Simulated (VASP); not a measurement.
# Si16Ge (a cell with a defect) in VASP: notebook

The runs below take Si16Ge (a cell with a defect) through single point, with PBE.

Program: VASP 6.6.1. These are calculated values, not measurements. Logs are shortened: lines on timing, memory, paths and dates and some standing lists are left out, and cuts for length are marked.

## 1. The cell of the first run

The cell holds a defect, 17 atoms: a = 7.679 Å, b = 7.679 Å, c = 7.679 Å, α = 60.00°, β = 60.00°, γ = 60.00°.

## 2. Single point, PBE

The input, INCAR:

```
SYSTEM = Si16Ge
  ALGO = Normal
  EDIFF = 1E-6
  ENCUT = 520
  GGA = PE
  ISIF = 2
  ISMEAR = 0
  LASPH = .True.
  LCHARG = .False.
  LREAL = Auto
  LWAVE = .False.
  NBANDS = 53
  NELM = 100
  PREC = Accurate
  SIGMA = 0.05
```

The input, KPOINTS:

```
k-points
0
Gamma
  2 2 2
  0 0 0
```

The input, POSCAR:

```
Si16Ge
1.0
    0.0000000000      5.4300000000      5.4300000000
    5.4300000000      0.0000000000      5.4300000000
    5.4300000000      5.4300000000      0.0000000000
Si Ge
16 1
Direct
    0.0097359624      0.0127495167     -0.0350596817
    0.1139413240      0.1590330696      0.1135749637
    0.0097305624      0.0128381743      0.5127847672
    0.1947701933      0.1019270138      0.6017952177
   -0.0680219706      0.5228462884      0.0227178223
    0.1138849748      0.6137777542      0.1137152320
    0.0097421930      0.4650820580      0.5126490707
    0.1139242416      0.6136806175      0.6589014202
    0.4857419363      0.0183006865     -0.0017942212
    0.6376573996      0.1281607635      0.1067572410
    0.5748913793     -0.0246607277      0.4751128477
    0.6376669284      0.1281339202      0.6278951214
    0.4856939461      0.4984993453     -0.0017255192
    0.5527498837      0.6494303049      0.1491757502
    0.4857275065      0.4984493733      0.5180531633
    0.6376563031      0.6069829399      0.6279292654
    0.0575956363      0.8144076016      0.3142072393
```

Potentials or basis: VASP PAW PBE potentials, release 64 (Si, Ge_d).

Launch:

```console
$ cat potpaw_PBE.64/Si/POTCAR potpaw_PBE.64/Ge_d/POTCAR > POTCAR
$ mpirun -np 1 vasp_std > vasp.out
```

OUTCAR:

```text
SYSTEM = Si16Ge
   EDIFF = 1E-6
   ENCUT = 520
   GGA = PE
   ISIF = 2
   ISMEAR = 0
   LASPH = .True.
   LREAL = Auto
   NELM = 100
   PREC = Accurate

 ion  position               nearest neighbor table
   1  0.010  0.013  0.965-   4 2.32  10 2.34  17 2.45   6 2.51   2 2.51
   2  0.114  0.159  0.114-   5 2.32   9 2.33  17 2.44   1 2.51   3 2.51
   3  0.010  0.013  0.513-   4 2.32  12 2.34  17 2.45   8 2.51   2 2.51
   4  0.195  0.102  0.602-   3 2.32   1 2.32   7 2.32  11 2.38
   5  0.932  0.523  0.023-   8 2.32   2 2.32   6 2.32  14 2.38
   6  0.114  0.614  0.114-   5 2.32  13 2.33  17 2.44   7 2.51   1 2.51
   7  0.010  0.465  0.513-   4 2.32  16 2.34  17 2.45   6 2.51   8 2.51
   8  0.114  0.614  0.659-   5 2.32  15 2.33  17 2.44   7 2.51   3 2.51
   9  0.486  0.018  0.998-  12 2.33  10 2.33   2 2.33  14 2.34
  10  0.638  0.128  0.107-   9 2.33  13 2.33   1 2.34  11 2.34
  11  0.575  0.975  0.475-  12 2.34  10 2.34  16 2.34   4 2.38  17 3.03
  12  0.638  0.128  0.628-   9 2.33  15 2.33   3 2.34  11 2.34
  13  0.486  0.498  0.998-  10 2.33  16 2.33   6 2.33  14 2.34
  14  0.553  0.649  0.149-   9 2.34  15 2.34  13 2.34   5 2.38
  15  0.486  0.498  0.518-  12 2.33  16 2.33   8 2.33  14 2.34
  16  0.638  0.607  0.628-  15 2.33  13 2.33   7 2.34  11 2.34
  17  0.058  0.814  0.314-   2 2.44   8 2.44   6 2.44   3 2.45   1 2.45   7 2.45  11 3.03

  LATTYP: Found a face centered cubic cell.
 ALAT       =    10.8600000000

  Lattice vectors:

 A1 = (   0.0000000000,   5.4300000000,   5.4300000000)
 A2 = (   5.4300000000,   0.0000000000,   5.4300000000)
 A3 = (   5.4300000000,   5.4300000000,   0.0000000000)

Analysis of symmetry for initial positions (statically):
=====================================================================
 Subroutine PRICEL returns:
 Original cell was already a primitive cell.

 Routine SETGRP: Setting up the symmetry group for a
 face centered cubic supercell.

 Subroutine GETGRP returns: Found  1 space group operations
 (whereof  1 operations were pure point group operations)
 out of a pool of 48 trial point group operations.

The static configuration has the point symmetry C_1 .

Analysis of symmetry for dynamics (positions and initial velocities):
=====================================================================
 Subroutine PRICEL returns:
 Original cell was already a primitive cell.

 Routine SETGRP: Setting up the symmetry group for a
 face centered cubic supercell.

 Subroutine GETGRP returns: Found  1 space group operations
 (whereof  1 operations were pure point group operations)
 out of a pool of 48 trial point group operations.

The dynamic configuration has the point symmetry C_1 .

 Subroutine INISYM returns: Found  1 space group operations
 (whereof  1 operations are pure point group operations),
 and found     1 'primitive' translations

----------------------------------------------------------------------------------------

                                     Primitive cell

  volume of cell :     320.2060

  direct lattice vectors                    reciprocal lattice vectors
     0.000000000  5.430000000  5.430000000    -0.092081031  0.092081031  0.092081031
     5.430000000  0.000000000  5.430000000     0.092081031 -0.092081031  0.092081031
     5.430000000  5.430000000  0.000000000     0.092081031  0.092081031 -0.092081031

  length of vectors
     7.679179644  7.679179644  7.679179644     0.159489025  0.159489025  0.159489025

  position of ions in fractional coordinates (direct lattice)
     0.009735962  0.012749517  0.964940318
     0.113941324  0.159033070  0.113574964
     0.009730562  0.012838174  0.512784767
     0.194770193  0.101927014  0.601795218
     0.931978029  0.522846288  0.022717822
     0.113884975  0.613777754  0.113715232
[... 9 lines left out ...]
     0.637656303  0.606982940  0.627929265
     0.057595636  0.814407602  0.314207239

  ion indices of the primitive-cell ions
   primitive index   ion index
                 1           1
                 2           2
                 3           3
                 4           4
                 5           5
                 6           6
[... 9 lines left out ...]
                16          16
                17          17

----------------------------------------------------------------------------------------

 KPOINTS: k-points

Automatic generation of k-mesh.
 Grid dimensions read from file:
 generate k-points for:    2    2    2

 Generating k-lattice:

  Cartesian coordinates                     Fractional coordinates (reciprocal lattice)
    -0.046040516  0.046040516  0.046040516     0.500000000  0.000000000  0.000000000
     0.046040516 -0.046040516  0.046040516     0.000000000  0.500000000  0.000000000
     0.046040516  0.046040516 -0.046040516     0.000000000  0.000000000  0.500000000

  Length of vectors
     0.079744512  0.079744512  0.079744512

  Shift w.r.t. Gamma in fractional coordinates (k-lattice)
     0.000000000  0.000000000  0.000000000

 Subroutine IBZKPT returns following result:
 ===========================================

 Found      8 irreducible k-points:

 Following reciprocal coordinates:
            Coordinates               Weight
  0.000000  0.000000  0.000000      1.000000
  0.500000  0.000000  0.000000      1.000000
  0.000000  0.500000  0.000000      1.000000
  0.000000  0.000000  0.500000      1.000000
  0.500000  0.500000  0.500000      1.000000
  0.500000  0.500000  0.000000      1.000000
  0.000000  0.500000  0.500000      1.000000
  0.500000  0.000000  0.500000      1.000000
   k-points           NKPTS =      8   k-points in BZ     NKDIM =      8   number of bands    NBANDS=     53
   number of dos      NEDOS =    301   number of ions     NIONS =     17
   total plane-waves  NPLWV = 216000
   dimension x,y,z NGX =    60 NGY =   60 NGZ =   60
   dimension x,y,z NGXF=   120 NGYF=  120 NGZF=  120
   ions per type =              16   1
   NGX,Y,Z   is equivalent  to a cutoff of  12.99, 12.99, 12.99 a.u.
   NGXF,Y,Z  is equivalent  to a cutoff of  25.98, 25.98, 25.98 a.u.
 SYSTEM =  Si16Ge
   PREC   = accura    normal or accurate (medium, high low for compatibility)
   ISTART =      0    job   : 0-new  1-cont  2-samecut
   ICHARG =      2    charge: 1-file 2-atom 10-const
   ISPIN  =      1    spin polarized calculation?
   LNONCOLLINEAR =      F non collinear calculations
   LSORBIT =      F    spin-orbit coupling
   LASPH  =      T    aspherical Exc in radial PAW
   ENCUT  =  520.0 eV  38.22 Ry    6.18 a.u.  14.28 14.28 14.28*2*pi/ulx,y,z
   NELM   =    100;   NELMIN=  2; NELMDL= -5     # of ELM steps
   EDIFF  = 0.1E-05   stopping-criterion for ELM
   LREAL  =      T    real-space projection
   EDIFFG = 0.1E-04   stopping-criterion for IOM
   NSW    =      0    number of steps for IOM
   IBRION =     -1    ionic relax: 0-MD 1-quasi-New 2-CG
   NFREE  =      0    steps in history (QN), initial steepest desc. (CG)
   ISIF   =      2    stress and relaxation
   ISYM   =      2    0-nonsym 1-usesym 2-fastsym
   POTIM  = 0.5000    time-step for ionic-motion
   TEBEG  =    0.0;   TEEND  =   0.0 temperature during run
   PSTRESS=    0.0 pullay stress
   NELECT =      78.0000    total number of electrons
   NUPDOWN=      -1.0000    fix difference up-down
   EMIN   =  10.00;   EMAX   =-10.00  energy-range for DOS
   EFERMI =   0.00;   METHOD = LEGACY
   ISMEAR =     0;   SIGMA  =   0.05  broadening in eV -4-tet -1-fermi 0-gaus
   EFERMI_NEDOS =   21; number of points for ismear=-14 and -15
   IALGO  =     38    algorithm
   IMIX   =      4    mixing-type and parameters
     AMIX     =   0.40;   BMIX     =  1.00
     AMIX_MAG =   1.60;   BMIX_MAG =  1.00
  volume/ion in A,a.u.               =      18.84       127.11
  Fermi-wavevector in a.u.,A,eV,Ry     =   1.022421  1.932096 14.222785  1.045345
  Thomas-Fermi vector in A             =   2.156100
   LORBIT       =      0    0 simple, 1 ext, 2 COOP (PROOUT), +10 PAW based schemes
   GGA     = PE    functional components
   LHFCALC =     F    Hartree Fock is set to
   AEXX    =    0.0000 exact exchange contribution
   IVDW    =     0    specifies the selected vdW correction
   LEPSILON=     F    determine dielectric tensor
   LRPA    =     F    only Hartree local field effects (RPA)
 non-spin polarized calculation
 Gauss-broadening in eV      SIGMA  =   0.05
  energy-cutoff  :      520.00
  volume of cell :      320.21
 maximum number of plane-waves:      8646
 NGX is ok and might be reduce to    60
   NGX = 29   NGY = 29   NGZ = 29

 number of electron      78.0000002 magnetization

 Free energy of the ion-electron system (eV)
  ---------------------------------------------------
  ext. energy  EPLUGINS =         0.00000000
  ---------------------------------------------------
  free energy    TOTEN  =       -86.35782344 eV

  energy without entropy =      -86.35674144  energy(sigma->0) =      -86.35728244

 E-fermi :   6.6349     XC(G=0):  -9.7733

 val. band max:        6.5624072124   @ k =   0.5000   0.0000   0.0000
 cond. band min:       6.7147769074   @ k =   0.0000   0.0000   0.0000
 fundamental gap:      0.1523696950
 Fermi energy:         6.6349212708

 k-point     1 :       0.0000    0.0000    0.0000
  band No.  band energies     occupation
      1     -17.9176      2.00000
      2     -17.9176      2.00000
      3     -17.7878      2.00000
      4     -17.7878      2.00000
      5     -17.7823      2.00000
      6      -6.3414      2.00000
[... 43 lines left out ...]
     50       8.6140      0.00000
     51       8.8299      0.00000

 k-point     2 :       0.5000    0.0000    0.0000
  band No.  band energies     occupation
      1     -17.9176      2.00000
      2     -17.9176      2.00000
      3     -17.7878      2.00000
      4     -17.7878      2.00000
      5     -17.7823      2.00000
      6      -5.9913      2.00000
[... 316 lines left out ...]
 k-point     8 :       0.5000    0.0000    0.5000
  band No.  band energies     occupation
      1     -17.9176      2.00000
      2     -17.9176      2.00000
      3     -17.7878      2.00000
      4     -17.7878      2.00000
      5     -17.7823      2.00000
      6      -5.8063      2.00000
[... 43 lines left out ...]
     50      10.3859      0.00000
     51      10.4229      0.00000
 [bands above 51 left out]

------------------------ aborting loop because EDIFF is reached ----------------------------------------

  FORCE on cell =-STRESS in cart. coord.  units (eV):
  Direction    XX          YY          ZZ          XY          YZ          ZX
  --------------------------------------------------------------------------------------
  -------------------------------------------------------------------------------------
  Total       10.8708078     10.8726960     10.8741663      1.2889537     -1.2912287      1.2907147
  in kB       54.3929876     54.4024357     54.4097922      6.4493867     -6.4607698      6.4581978
  external PRESSURE =      54.4017385 kB  Pullay stress =       0.0000000 kB

 VOLUME and BASIS-vectors are now :
 -----------------------------------------------------------------------------
  energy-cutoff  :      520.00
  volume of cell :      320.21
      direct lattice vectors                 reciprocal lattice vectors
     0.000000000  5.430000000  5.430000000    -0.092081031  0.092081031  0.092081031
     5.430000000  0.000000000  5.430000000     0.092081031 -0.092081031  0.092081031
     5.430000000  5.430000000  0.000000000     0.092081031  0.092081031 -0.092081031

 POSITION                                       TOTAL-FORCE (eV/Angst)
 -----------------------------------------------------------------------------------
      5.30886      5.29249      0.12210         0.005842      0.002744     -0.000709
      1.48026      1.23541      1.48225        -0.001248      0.004154     -0.003870
      2.85413      2.83726      0.12255        -0.003491     -0.002181     -0.000429
      3.82121      4.32535      1.61107         0.007379     -0.008265     -0.008460
      2.96241      5.18400      7.89970        -0.005204      0.005109      0.004829
      3.95029      1.23587      3.95121         0.002582      0.003448      0.004981
[... 9 lines left out ...]
      6.70557      6.87213      6.75839        -0.000163      0.000585     -0.005775
      6.12838      2.01889      4.73498        -0.006482      0.004095      0.002849
 -----------------------------------------------------------------------------------
    total drift:                               -0.004617     -0.002484     -0.004203

  FREE ENERGIE OF THE ION-ELECTRON SYSTEM (eV)
  ---------------------------------------------------
  free  energy   TOTEN  =       -86.3578234437 eV

  energy  without entropy=      -86.3567414376  energy(sigma->0) =      -86.35728244
```

Wall time 2.9 min (1 thread of Intel Xeon 6975P-C (Granite Rapids), shared host); peak memory 0.48 GiB.

Results:

| Item | Value |
| --- | --- |
| Free energy | -86.3578 eV |
| Pressure | 5.4 GPa |
| Largest force | 0.014 eV/Å |
| Band gap on the k mesh | 0.15 eV |

Forces on the atoms (eV/Å):
```
Si   0.006  0.003 -0.001
Si  -0.001  0.004 -0.004
Si  -0.003 -0.002  0.000
Si   0.007 -0.008 -0.008
Si  -0.005  0.005  0.005
Si   0.003  0.003  0.005
Si   0.005 -0.002  0.002
Si  -0.001 -0.003  0.005
Si   0.000  0.001  0.002
Si   0.000 -0.005  0.001
Si  -0.007  0.004  0.002
Si   0.004  0.000  0.001
Si  -0.004  0.000  0.001
Si   0.004 -0.007 -0.008
Si   0.000  0.003  0.001
Si   0.000  0.001 -0.006
Ge  -0.006  0.004  0.003
```

Caveat: the k points lie up to 0.50 Å⁻¹ apart.

## 3. Single point, PBE

The input, INCAR:

```
SYSTEM = Si16Ge
PREC = Accurate ; ENCUT = 520
EDIFF = 1E-7 ; ISMEAR = 0
SIGMA = 0.05 ; LREAL = Auto
LASPH = .TRUE. ; NELM = 60
ALGO = Normal ; ISIF = 2
LWAVE = .FALSE. ; LCHARG = .FALSE.
GGA = PE ; NBANDS = 53
```

The input, KPOINTS:

```
regular mesh
0
G
  2 2 2
  0 0 0
```

The input, POSCAR:

```
Si16Ge
1.0
    0.0000000000      5.4300000000      5.4300000000
    5.4300000000      0.0000000000      5.4300000000
    5.4300000000      5.4300000000      0.0000000000
Si Ge
16 1
Direct
    0.0097359116      0.0127495396     -0.0350596685
    0.1139412523      0.1590331492      0.1135749540
    0.0097304788      0.0128382136      0.5127848066
    0.1947701657      0.1019270718      0.6017952118
   -0.0680220074      0.5228463168      0.0227177716
    0.1138849908      0.6137778085      0.1137151934
    0.0097422652      0.4650820442      0.5126490792
    0.1139242173      0.6136805709      0.6589013812
    0.4857418969      0.0183006446     -0.0017941989
    0.6376573665      0.1281608656      0.1067571823
    0.5748913444     -0.0246607735      0.4751128913
    0.6376669429      0.1281339779      0.6278951197
    0.4856940147      0.4984993554     -0.0017255064
    0.5527498158      0.6494302947      0.1491757827
    0.4857274401      0.4984493554      0.5180532228
    0.6376563536      0.6069828729      0.6279292818
    0.0575956722      0.8144076427      0.3142072744
```

Potentials or basis: VASP PAW PBE potentials, release 64 (Si, Ge_d).

Launch:

```console
$ cat potpaw_PBE.64/Si/POTCAR potpaw_PBE.64/Ge_d/POTCAR > POTCAR
$ mpirun -np 1 vasp_std > vasp.out
```

It took 3.3 min on 1 thread of Intel Xeon 6975P-C (Granite Rapids), shared host; peak memory 0.49 GiB.

It converged, with:

| Item | Value |
| --- | --- |
| Free energy | -86.3578 eV |
| Pressure | 5.4 GPa |
| Largest force | 0.014 eV/Å |
| Band gap on the k mesh | 0.15 eV |

Forces in eV/Å, atoms in the order of the input:
```
Si   0.006  0.003 -0.001
Si  -0.001  0.004 -0.004
Si  -0.003 -0.002  0.000
Si   0.007 -0.008 -0.008
Si  -0.005  0.005  0.005
Si   0.003  0.003  0.005
Si   0.005 -0.002  0.002
Si  -0.001 -0.003  0.005
Si   0.000  0.001  0.002
Si   0.000 -0.005  0.001
Si  -0.007  0.004  0.002
Si   0.004  0.000  0.001
Si  -0.004  0.000  0.001
Si   0.004 -0.007 -0.008
Si   0.000  0.003  0.001
Si   0.000  0.001 -0.006
Ge  -0.006  0.004  0.003
```

Stress tensor (GPa, compression positive):
```
 5.44  0.64  0.65
 0.64  5.44 -0.65
 0.65 -0.65  5.44
```

Levels at points of the mesh, in eV from the valence-band top:
```tsv
k point	band 37	band 38	band 39	band 40	band 41	band 42
(0.00, 0.00, 0.00)	-0.36	-0.33	-0.33	0.15	0.15	0.50
(0.50, 0.00, 0.00)	-1.00	-1.00	0.00	0.65	0.65	1.39
(0.00, 0.50, 0.00)	-1.14	-0.55	-0.22	0.46	0.95	1.10
(0.00, 0.00, 0.50)	-1.14	-0.55	-0.22	0.46	0.95	1.10
(0.50, 0.50, 0.50)	-1.14	-0.55	-0.22	0.46	0.95	1.10
(0.50, 0.50, 0.00)	-1.48	-0.36	-0.03	0.66	1.63	1.65
(0.00, 0.50, 0.50)	-1.48	-0.36	-0.03	0.66	1.63	1.65
(0.50, 0.00, 0.50)	-1.48	-0.36	-0.03	0.66	1.63	1.65
```

Caveat: the k points lie up to 0.50 Å⁻¹ apart.
